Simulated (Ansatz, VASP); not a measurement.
One calculation of LaLu2N3, two programs

```
CELL_PARAMETERS angstrom
3.48278 0.00000 0.00000
-1.74139 3.01618 0.00000
0.00000 0.00000 8.62653
ATOMIC_POSITIONS crystal
La 0.00000 0.00000 0.00000
Lu 0.66667 0.33333 0.65692
Lu 0.33333 0.66667 0.34308
N 0.00000 0.00000 0.50000
N 0.66667 0.33333 0.18693
N 0.33333 0.66667 0.81307
```

Alike in both runs: functional PBE; k mesh 12 × 12 × 4; occupations gaussian, width 0.1 eV; no spin polarisation.

Ansatz relaxed the structure, and its values are those at the end. VASP's run is a single point on that final structure, the one shown.

|  | VASP | Ansatz |
| --- | --- | --- |
| version | VASP 6.6.1 | Ansatz 0.2.0 |
| potentials or method | VASP PAW PBE potentials, release 64 (La, Lu, N), cutoff 520 eV | scalar-relativistic, plane waves, PAW |
| valence electrons in the cell | 76 | 76 |

|  | VASP | Ansatz | Ansatz less VASP |
| --- | --- | --- | --- |
| gap on the k mesh at the Fermi level (eV) | none | none | - |
| pressure (GPa) | 0.4 | 0.0 | -0.39 |
| rms of the force components (eV/Å) | 0.020 | 0.000 | -0.0192 |

A gap of «none» marks a metal or a gap that the smearing closes.

Neither program's run includes spin-orbit coupling.
